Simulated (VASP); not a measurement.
# Ga (Cmmm) in VASP: further runs

Ga is run at these levels: PBE; tasks: relaxation of shape and atoms at fixed volume, relaxation of cell and atoms.

All numbers are computed with VASP 6.6.1; they aren't measurements. Logs are shortened: lines on timing, memory, paths and dates and some standing lists are left out, and cuts for length are marked.

## (1) The cell of the first run

The typed cell holds 1 atom: a = 2.898 Å, b = 2.898 Å, c = 2.752 Å, α = 90.00°, β = 90.00°, γ = 120.11°.

This isn't the form of Ga at room conditions, which is orthorhombic.

## (2) Relaxation of shape and atoms at fixed volume, PBE (19.99 Å³/atom)

INCAR reads:

```
PREC = Accurate
ENCUT = 600
EDIFF = 1E-7
ISMEAR = 0
SIGMA = 0.1
LREAL = False
LASPH = True
NELM = 60
ALGO = Fast
ISIF = 4
LWAVE = False
LCHARG = False
GGA = PE
IBRION = 2
NSW = 50
EDIFFG = -0.01
```

KPOINTS reads:

```
Automatic mesh
0
Gamma
  22 22 20
```

POSCAR reads:

```
Ga
1.0
    1.4466308973     -2.5113105156      0.0000000000
    1.4466308973      2.5113105156      0.0000000000
    0.0000000000      0.0000000000      2.7516145887
Ga
1
Direct
    0.5000000000      0.5000000000      0.0000000000
```

Potentials or basis: VASP PAW PBE potentials, release 64 (Ga_d).

Command:

```console
$ cat potpaw_PBE.64/Ga_d/POTCAR > POTCAR
$ mpirun -np 1 vasp_std > vasp.out
```

OUTCAR:

```text
PREC = Accurate
   ENCUT = 600
   EDIFF = 1E-7
   ISMEAR = 0
   LREAL = False
   LASPH = True
   NELM = 60
   ISIF = 4
   GGA = PE
   IBRION = 2
   NSW = 50
   EDIFFG = -0.01

 ion  position               nearest neighbor table
   1  0.500  0.500  0.000-

  LATTYP: Found a base centered orthorhombic cell.
 ALAT       =     2.8932617946
 B/A-ratio  =     1.7359718504
 C/A-ratio  =     0.9510423819

  Lattice vectors:

 A1 = (   1.4466308973,  -2.5113105156,   0.0000000000)
 A2 = (   1.4466308973,   2.5113105156,   0.0000000000)
 A3 = (   0.0000000000,   0.0000000000,   2.7516145887)

Analysis of symmetry for initial positions (statically):
=====================================================================
 Subroutine PRICEL returns:
 Original cell was already a primitive cell.

 Routine SETGRP: Setting up the symmetry group for a
 base centered orthorhombic supercell.

 Subroutine GETGRP returns: Found  8 space group operations
 (whereof  8 operations were pure point group operations)
 out of a pool of  8 trial point group operations.

The static configuration has the point symmetry D_2h.

Analysis of symmetry for dynamics (positions and initial velocities):
=====================================================================
 Subroutine PRICEL returns:
 Original cell was already a primitive cell.

 Routine SETGRP: Setting up the symmetry group for a
 base centered orthorhombic supercell.

 Subroutine GETGRP returns: Found  8 space group operations
 (whereof  8 operations were pure point group operations)
 out of a pool of  8 trial point group operations.

The dynamic configuration has the point symmetry D_2h.

 Subroutine INISYM returns: Found  8 space group operations
 (whereof  8 operations are pure point group operations),
 and found     1 'primitive' translations

----------------------------------------------------------------------------------------

                                     Primitive cell

  volume of cell :      19.9929

  direct lattice vectors                    reciprocal lattice vectors
     1.446630897 -2.511310516  0.000000000     0.345630666 -0.199099234  0.000000000
     1.446630897  2.511310516  0.000000000     0.345630666  0.199099234  0.000000000
     0.000000000  0.000000000  2.751614589     0.000000000  0.000000000  0.363422990

  length of vectors
     2.898175540  2.898175540  2.751614589     0.398874745  0.398874745  0.363422990
[... 85 lines left out ...]
   ISIF   =      4    stress and relaxation
   ISYM   =      2    0-nonsym 1-usesym 2-fastsym
   POTIM  = 0.5000    time-step for ionic-motion
   TEBEG  =    0.0;   TEEND  =   0.0 temperature during run
   PSTRESS=    0.0 pullay stress
   NELECT =      13.0000    total number of electrons
   NUPDOWN=      -1.0000    fix difference up-down
   EMIN   =  10.00;   EMAX   =-10.00  energy-range for DOS
   EFERMI =   0.00;   METHOD = LEGACY
   ISMEAR =     0;   SIGMA  =   0.10  broadening in eV -4-tet -1-fermi 0-gaus
   EFERMI_NEDOS =   21; number of points for ismear=-14 and -15
   IALGO  =     68    algorithm
   IMIX   =      4    mixing-type and parameters
     AMIX     =   0.40;   BMIX     =  1.00
     AMIX_MAG =   1.60;   BMIX_MAG =  1.00
  volume/ion in A,a.u.               =      19.99       134.92
  Fermi-wavevector in a.u.,A,eV,Ry     =   1.418287  2.680173 27.368625  2.011537
  Thomas-Fermi vector in A             =   2.539428
   LORBIT       =      0    0 simple, 1 ext, 2 COOP (PROOUT), +10 PAW based schemes
   GGA     = PE    functional components
   LHFCALC =     F    Hartree Fock is set to
   AEXX    =    0.0000 exact exchange contribution
   IVDW    =     0    specifies the selected vdW correction
   LEPSILON=     F    determine dielectric tensor
   LRPA    =     F    only Hartree local field effects (RPA)
 conjugate gradient relaxation of ions
 non-spin polarized calculation
 RMM-DIIS sequential band-by-band and
 Gauss-broadening in eV      SIGMA  =   0.10
  energy-cutoff  :      600.00
  volume of cell :       19.99
 maximum number of plane-waves:       682
   NGX = 11   NGY = 11   NGZ = 11

 number of electron      12.9999991 magnetization

 Free energy of the ion-electron system (eV)
  ---------------------------------------------------
  ext. energy  EPLUGINS =         0.00000000
  ---------------------------------------------------
  free energy    TOTEN  =        -2.86059154 eV

  energy without entropy =       -2.85801758  energy(sigma->0) =       -2.85930456

 E-fermi :   4.8891     XC(G=0): -10.6890

 val. band max:        4.8878438738   @ k =   0.3182   0.1818   0.5000
 cond. band min:       4.8899159990   @ k =  -0.0909   0.0909   0.3000
 fundamental gap:      0.0020721252
 Fermi energy:         4.8891051325

 k-point     1 :       0.0000    0.0000    0.0000
  band No.  band energies     occupation
      1     -10.1942      2.00000
      2      -9.9657      2.00000
      3      -9.9623      2.00000
      4      -9.7327      2.00000
      5      -9.7320      2.00000
      6      -5.7023      2.00000
      7      13.3359      0.00000
      8      15.9064      0.00000
      9      15.9508      0.00000
     10      16.5604      0.00000
[... 287 lines left out ...]
 k-point    24 :      -0.4545    0.0455    0.0000
  band No.  band energies     occupation
      1     -10.1394      2.00000
      2      -9.9958      2.00000
      3      -9.8423      2.00000
      4      -9.7592      2.00000
      5      -9.7264      2.00000
      6      -1.1505      2.00000
      7       2.4730      2.00000
      8      10.8249      0.00000
      9      15.5706      0.00000
     10      17.3419      0.00000

 [... further k-points ...]

------------------------ aborting loop because EDIFF is reached ----------------------------------------

  FORCE on cell =-STRESS in cart. coord.  units (eV):
  Direction    XX          YY          ZZ          XY          YZ          ZX
  --------------------------------------------------------------------------------------
  -------------------------------------------------------------------------------------
  Total       -0.1504164     -0.1524020     -0.1521510      0.0000000      0.0000000      0.0000000
  in kB      -12.0539681    -12.2130878    -12.1929761      0.0000000      0.0000000      0.0000000
  external PRESSURE =     -12.1533440 kB  Pullay stress =       0.0000000 kB

 VOLUME and BASIS-vectors are now :
 -----------------------------------------------------------------------------
  energy-cutoff  :      600.00
  volume of cell :       19.99
      direct lattice vectors                 reciprocal lattice vectors
     1.446630897 -2.511310516  0.000000000     0.345630666 -0.199099234  0.000000000
     1.446630897  2.511310516  0.000000000     0.345630666  0.199099234  0.000000000
     0.000000000  0.000000000  2.751614589     0.000000000  0.000000000  0.363422990

 POSITION                                       TOTAL-FORCE (eV/Angst)
 -----------------------------------------------------------------------------------
      1.44663      0.00000      0.00000        -0.000000     -0.000000      0.000000
 -----------------------------------------------------------------------------------
    total drift:                               -0.000000     -0.000000     -0.000000

  FREE ENERGIE OF THE ION-ELECTRON SYSTEM (eV)
  ---------------------------------------------------
  free  energy   TOTEN  =        -2.8605915447 eV

  energy  without entropy=       -2.8580175844  energy(sigma->0) =       -2.85930456

 reached required accuracy - stopping structural energy minimisation
```

OSZICAR:

```text
N       E                     dE             d eps       ncg     rms          rms(c)
DAV:   1     0.411451994930E+02    0.41145E+02   -0.74299E+03 29350   0.243E+03
DAV:   2    -0.130494361566E+01   -0.42450E+02   -0.41424E+02 29970   0.267E+02
DAV:   3    -0.286872909993E+01   -0.15638E+01   -0.15567E+01 33820   0.460E+01
DAV:   4    -0.288319552399E+01   -0.14466E-01   -0.14456E-01 34108   0.471E+00
DAV:   5    -0.288337842906E+01   -0.18291E-03   -0.18290E-03 34040   0.470E-01    0.846E-01
RMM:   6    -0.286398359599E+01    0.19395E-01   -0.35505E-02 30453   0.317E+00    0.432E-01
RMM:   7    -0.286089022950E+01    0.30934E-02   -0.11689E-02 31732   0.136E+00    0.121E-01
RMM:   8    -0.286057473762E+01    0.31549E-03   -0.96985E-04 30853   0.477E-01    0.191E-02
RMM:   9    -0.286058940490E+01   -0.14667E-04   -0.11326E-04 32603   0.181E-01    0.716E-03
RMM:  10    -0.286059149908E+01   -0.20942E-05   -0.23249E-05 38347   0.710E-02    0.100E-03
RMM:  11    -0.286059163286E+01   -0.13378E-06   -0.23271E-06 33547   0.203E-02    0.510E-04
RMM:  12    -0.286059154467E+01    0.88190E-07   -0.51464E-07 26093   0.993E-03
   1 F= -.28605915E+01 E0= -.28593046E+01  d E =-.286059E+01
```

Wall time 2.5 min (1 thread of AMD EPYC 9R45 (Zen 5), shared host); peak memory 0.43 GiB.

What came out:

- Free energy: -2.8606 eV
- Pressure after relaxing: -1.2 GPa
- Band gap on the k mesh: zero (an odd number of electrons rules out a gap without spin polarisation)

Final structure:
```
CELL_PARAMETERS angstrom
1.44663 -2.51131 0.00000
1.44663 2.51131 0.00000
0.00000 0.00000 2.75161
ATOMIC_POSITIONS crystal
Ga 0.50000 0.50000 0.00000
```

Caveat: the relaxation stopped at its first step, so nothing moved.

## (3) Relaxation of cell and atoms, PBE

This run uses another cell than the first one, of 19.66 Å³/atom.

INCAR reads:

```
SYSTEM = Ga
ALGO = Fast
EDIFF = 1E-6
EDIFFG = -0.01
ENCUT = 600
GGA = PE
IBRION = 2
ISIF = 3
ISMEAR = 0
LASPH = .TRUE.
LCHARG = .FALSE.
LREAL = .FALSE.
LWAVE = .FALSE.
NELM = 100
NSW = 100
PREC = Accurate
SIGMA = 0.1
```

KPOINTS reads:

```
k-points
0
G
  22 22 20
  0 0 0
```

POSCAR reads:

```
Ga
1.0
    1.3834717904     -2.4429495662      0.0000000000
    1.3834717904      2.4429495662      0.0000000000
    0.0000000000      0.0000000000      2.9082801441
Ga
1
Direct
    0.5000000000      0.5000000000      0.0000000000
```

Potentials or basis: VASP PAW PBE potentials, release 64 (Ga_d).

Command:

```console
$ cat potpaw_PBE.64/Ga_d/POTCAR > POTCAR
$ mpirun -np 1 vasp_std > vasp.out
```

OUTCAR:

```text
SYSTEM = Ga
   EDIFF = 1E-6
   EDIFFG = -0.01
   ENCUT = 600
   GGA = PE
   IBRION = 2
   ISIF = 3
   ISMEAR = 0
   LASPH = .TRUE.
   LREAL = .FALSE.
   NELM = 100
   NSW = 100
   PREC = Accurate

 ion  position               nearest neighbor table
   1  0.500  0.500  0.000-

  LATTYP: Found a base centered orthorhombic cell.
 ALAT       =     2.7669435808
 B/A-ratio  =     1.7658108992
 C/A-ratio  =     1.0510803922

  Lattice vectors:

 A1 = (   1.3834717904,  -2.4429495662,   0.0000000000)
 A2 = (   1.3834717904,   2.4429495662,   0.0000000000)
 A3 = (   0.0000000000,   0.0000000000,   2.9082801441)

Analysis of symmetry for initial positions (statically):
=====================================================================
 Subroutine PRICEL returns:
 Original cell was already a primitive cell.

 Routine SETGRP: Setting up the symmetry group for a
 base centered orthorhombic supercell.

 Subroutine GETGRP returns: Found  8 space group operations
 (whereof  8 operations were pure point group operations)
 out of a pool of  8 trial point group operations.

The static configuration has the point symmetry D_2h.

Analysis of symmetry for dynamics (positions and initial velocities):
=====================================================================
 Subroutine PRICEL returns:
 Original cell was already a primitive cell.

 Routine SETGRP: Setting up the symmetry group for a
 base centered orthorhombic supercell.

 Subroutine GETGRP returns: Found  8 space group operations
 (whereof  8 operations were pure point group operations)
 out of a pool of  8 trial point group operations.

The dynamic configuration has the point symmetry D_2h.

 Subroutine INISYM returns: Found  8 space group operations
 (whereof  8 operations are pure point group operations),
 and found     1 'primitive' translations

[... 129 lines left out ...]
 maximum number of plane-waves:       676
   NGX = 11   NGY = 11   NGZ = 11

--------------------------------------- Ionic step        1  -------------------------------------------

 number of electron      13.0000000 magnetization

 Free energy of the ion-electron system (eV)
  ---------------------------------------------------
  ext. energy  EPLUGINS =         0.00000000
  ---------------------------------------------------
  free energy    TOTEN  =        -2.84169861 eV

  energy without entropy =       -2.83942236  energy(sigma->0) =       -2.84056049

------------------------ aborting loop because EDIFF is reached ----------------------------------------

  FORCE on cell =-STRESS in cart. coord.  units (eV):
  Direction    XX          YY          ZZ          XY          YZ          ZX
  --------------------------------------------------------------------------------------
  -------------------------------------------------------------------------------------
  Total        0.2960287      0.2731303     -0.4688950      0.0000000      0.0000000      0.0000000
  in kB       24.1264454     22.2602155    -38.2151101      0.0000000      0.0000000      0.0000000
  external PRESSURE =       2.7238503 kB  Pullay stress =       0.0000000 kB
[... 267 lines left out ...]
--------------------------------------- Ionic step        9  -------------------------------------------

 number of electron      13.0000000 magnetization

 Free energy of the ion-electron system (eV)
  ---------------------------------------------------
  ext. energy  EPLUGINS =         0.00000000
  ---------------------------------------------------
  free energy    TOTEN  =        -2.86257425 eV

  energy without entropy =       -2.86005129  energy(sigma->0) =       -2.86131277

 E-fermi :   5.1314     XC(G=0): -10.8267

 val. band max:        5.1303877200   @ k =   0.4091   0.1364   0.4500
 cond. band min:       5.1369871686   @ k =   0.3636   0.2273   0.5000
 fundamental gap:      0.0065994486
 Fermi energy:         5.1313588011

 k-point     1 :       0.0000    0.0000    0.0000
  band No.  band energies     occupation
      1      -9.9894      2.00000
      2      -9.7550      2.00000
      3      -9.7341      2.00000
      4      -9.4984      2.00000
      5      -9.4941      2.00000
      6      -5.6578      2.00000
      7      13.7167      0.00000
      8      16.3299      0.00000
      9      16.6110      0.00000
     10      16.9541      0.00000
[... 287 lines left out ...]
 k-point    24 :      -0.4545    0.0455    0.0000
  band No.  band energies     occupation
      1      -9.9301      2.00000
      2      -9.7802      2.00000
      3      -9.6152      2.00000
      4      -9.5267      2.00000
      5      -9.4891      2.00000
      6      -0.9632      2.00000
      7       2.7163      2.00000
      8      11.0910      0.00000
      9      15.9308      0.00000
     10      17.8919      0.00000

 [... further k-points ...]

------------------------ aborting loop because EDIFF is reached ----------------------------------------

  FORCE on cell =-STRESS in cart. coord.  units (eV):
  Direction    XX          YY          ZZ          XY          YZ          ZX
  --------------------------------------------------------------------------------------
  -------------------------------------------------------------------------------------
  Total        0.0059521     -0.0032133     -0.0077444      0.0000000      0.0000000      0.0000000
  in kB        0.4905530     -0.2648270     -0.6382685      0.0000000      0.0000000      0.0000000
  external PRESSURE =      -0.1375142 kB  Pullay stress =       0.0000000 kB
[... 16 lines left out ...]
  FREE ENERGIE OF THE ION-ELECTRON SYSTEM (eV)
  ---------------------------------------------------
  free  energy   TOTEN  =        -2.8625742452 eV

  energy  without entropy=       -2.8600512898  energy(sigma->0) =       -2.86131277

 reached required accuracy - stopping structural energy minimisation
```

CONTCAR:

```text
Ga
   1.00000000000000
     1.4245727029988107   -2.5005800609596522    0.0000000000000000
     1.4245727029988107    2.5005800609596522    0.0000000000000000
     0.0000000000000000    0.0000000000000000    2.7285996470730463
  Ga
     1
Direct
     0.5000000000000000    0.5000000000000000    0.0000000000000000

  0.00000000E+00  0.00000000E+00  0.00000000E+00
```

Run time: 21 min. Hardware: 1 thread of Intel Xeon 8259CL, shared host; peak memory 0.5 GiB.

Results:

| Quantity | Value |
| --- | --- |
| Free energy | -2.8626 eV |
| Relaxed volume | 19.44 Å³/atom |
| Relaxed cell | a = 2.878 Å, b = 2.878 Å, c = 2.729 Å, α = 90.00°, β = 90.00°, γ = 120.66° |
| Space group after relaxing (to 0.1 Å) | P6/mmm (No. 191) |
| Energy gained by relaxing | 20.9 meV/atom |
| Ionic steps | 9 |
| Pressure after relaxing | 0.0 GPa |
| Band gap on the k mesh | zero (an odd number of electrons rules out a gap without spin polarisation) |

The path:
| step | energy change (eV) | largest force (eV/Å) | pressure (GPa) | volume (Å³) |
| --- | --- | --- | --- | --- |
| 1 | 0.0000 | 0.0000 | 0.27 | 19.66 |
| 2 | -0.0136 | 0.0000 | -0.46 | 19.75 |
| 3 | -0.0192 | 0.0000 | -0.83 | 19.81 |
| 4 | -0.0197 | 0.0000 | -0.86 | 19.83 |
| 5 | -0.0208 | 0.0000 | -0.02 | 19.46 |
| 6 | -0.0208 | 0.0000 | -0.07 | 19.46 |
| 7 | -0.0209 | 0.0000 | -0.03 | 19.45 |
| 8 | -0.0209 | 0.0000 | 0.08 | 19.43 |
| 9 | -0.0209 | 0.0000 | -0.01 | 19.44 |

Final structure:
```cif
data_structure
_symmetry_space_group_name_H-M 'P 1'
_symmetry_Int_Tables_number 1
_cell_length_a 2.8779
_cell_length_b 2.8779
_cell_length_c 2.7286
_cell_angle_alpha 90.000
_cell_angle_beta 90.000
_cell_angle_gamma 120.660
_cell_volume 19.44
loop_
_atom_site_label
_atom_site_type_symbol
_atom_site_fract_x
_atom_site_fract_y
_atom_site_fract_z
_atom_site_occupancy
Ga1 Ga 0.50000 0.50000 0.00000 1
```

Levels at points of the mesh, in eV from the Fermi level:
```
           k point  band 5  band 6  band 7  band 8  band 9  band 10
(0.00, 0.00, 0.00)  -14.63  -10.79    8.59   11.20   11.48    11.82
(0.50, 0.00, 0.00)  -14.60   -4.99   -3.82    6.47   10.00    13.21
(0.50, 0.50, 0.00)  -14.61   -5.16   -3.88    6.83   10.35    13.06
(0.00, 0.00, 0.50)  -14.76   -6.52   -4.30   14.60   14.89    18.36
(0.50, 0.00, 0.50)  -14.51   -0.50   -0.39    0.27    4.65     9.76
(0.50, 0.50, 0.50)  -14.52   -0.58   -0.55    0.14    4.57    10.12
```
